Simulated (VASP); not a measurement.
Input of a VASP 6.6.1 run:

Contents of INCAR:

```
ALGO = Normal ; EDIFF = 1E-7
ENCUT = 520 ; GGA = PS
ISIF = 2 ; ISMEAR = -1
LASPH = True ; LCHARG = False
LREAL = False ; LWAVE = False
NBANDS = 16 ; NELM = 80
PREC = Accurate ; SIGMA = 0.02
```

Contents of KPOINTS:

```
k-points
0
Gamma
  6 6 6
```

File POSCAR:

```
CdTe
1.0
    0.0000000000      3.2451351307      3.2451351307
    3.2451351307      0.0000000000      3.2451351307
    3.2451351307      3.2451351307      0.0000000000
Cd Te
1 1
Direct
    0.0000000000      0.0000000000      0.0000000000
    0.2500000000      0.2500000000      0.2500000000
```

Potentials or basis: VASP PAW PBE potentials, release 64 (Cd, Te).

Run with:

```bash
$ cat potpaw_PBE.64/Cd/POTCAR potpaw_PBE.64/Te/POTCAR > POTCAR
$ mpirun -np 1 vasp_std > vasp.out
```

Problem. Estimate the band gap on the k mesh.

Solution. 0.65 eV, direct.

Problem. What does it give for the pressure?

Solution. 0.2 GPa.

Caveat: the PAW data sets were made with another functional, which shifts forces and pressure a little; spin-orbit coupling is left out, which moves the levels of the heavy elements. PBEsol gaps usually lie below the measured ones, often by a third to a half.
